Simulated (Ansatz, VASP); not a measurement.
## One calculation of CdSe, two programs

The input POSCAR:

```
CdSe
1.0
    0.0000000000      3.1279699470      3.1279699470
    3.1279699470      0.0000000000      3.1279699470
    3.1279699470      3.1279699470      0.0000000000
Cd Se
1 1
Direct
    0.0000000000      0.0000000000      0.0000000000
    0.7500000000      0.7500000000      0.7500000000
```

Contents of INCAR.step1:

```
PREC = Accurate ; ENCUT = 550
ISMEAR = 0 ; SIGMA = 0.01
LREAL = F ; LASPH = T
NELM = 120 ; NBANDS = 16
GGA = PE ; ALGO = Normal
EDIFF = 1E-5 ; LWAVE = T
LCHARG = F ; GGA_COMPAT = F
```

INCAR.step2

```
PREC = Accurate ; ENCUT = 550
EDIFF = 1E-6 ; ISMEAR = 0
SIGMA = 0.01 ; LREAL = F
LASPH = T ; NELM = 120
ALGO = Normal ; ISIF = 2
LWAVE = F ; LCHARG = F
METAGGA = R2SCAN ; LMIXTAU = T
NBANDS = 16 ; ISTART = 1
GGA_COMPAT = F
```

The input KPOINTS:

```
Automatic mesh
0
Gamma
  6 6 6
```

Input for Ansatz:

```yaml
crystal:
  lattice:
    - [0.0, 3.127969947, 3.127969947]
    - [3.127969947, 0.0, 3.127969947]
    - [3.127969947, 3.127969947, 0.0]
  atoms:
    - { symbol: Cd, position: [0.0, 0.0, 0.0] }
    - { symbol: Se, position: [0.75, 0.75, 0.75] }
kpoints:
  mp_grid: { grid: [6, 6, 6] }
hamiltonian:
  xc: r2scan
scf:
  occupations: { method: fixed }
  n_extra_bands: 4
output:
  forces: true
  stress: true
  eigenvalues: true
```

Alike in both runs: task single point; functional r2SCAN; k mesh 6 × 6 × 6; no spin polarisation.

|  | VASP | Ansatz |
| --- | --- | --- |
| version | VASP 6.6.1 | Ansatz 0.2.0 |
| potentials or method | VASP PAW PBE potentials, release 64 (Cd, Se) | plane waves, PAW |
| plane-wave cutoff (eV) | 550 | 500 |
| occupations | gaussian, width 0.01 eV | fixed |
| valence electrons in the cell | 18 | 36 |

```csv
,VASP,Ansatz,Ansatz less VASP
gap on the k mesh at the Fermi level (eV),0.89,0.90,+0.011
pressure (GPa),-2.5,-2.7,-0.16
```

VASP's potentials were made for PBE, not for r2SCAN. VASP's potentials hold 18 valence electrons a cell and Ansatz's 36, so a difference there can come from the potentials and not from the codes.
